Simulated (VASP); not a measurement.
Here is a VASP 6.6.1 calculation.

The input INCAR:

```
PREC = Accurate
ENCUT = 500
EDIFF = 1E-6
ISMEAR = 0
SIGMA = 0.01
LREAL = F
LASPH = T
NELM = 120
ALGO = Normal
ISIF = 2
LWAVE = F
LCHARG = T
GGA = PE
LELF = T
LVHAR = T
NBANDS = 15
GGA_COMPAT = F
```

The input KPOINTS:

```
Automatic mesh
0
Gamma
  6 6 6
```

The input POSCAR:

```
RbCl
1.0
    0.0000000000      3.3057264191      3.3057264191
    3.3057264191      0.0000000000      3.3057264191
    3.3057264191      3.3057264191      0.0000000000
Rb Cl
1 1
Direct
    0.0000000000      0.0000000000      0.0000000000
    0.5000000000      0.5000000000      0.5000000000
```

Potentials or basis: VASP PAW PBE potentials, release 64 (Rb_sv, Cl).

The run is started by

```console
$ cat potpaw_PBE.64/Rb_sv/POTCAR potpaw_PBE.64/Cl/POTCAR > POTCAR
$ mpirun -np 1 vasp_std > vasp.out
```

**Question.** What does it give for the pressure?

**Answer.** 0.6 GPa.

**Question.** Estimate the band gap on the k mesh.

**Answer.** 4.95 eV.

PBE gaps usually lie below the measured ones, often by a third to a half.
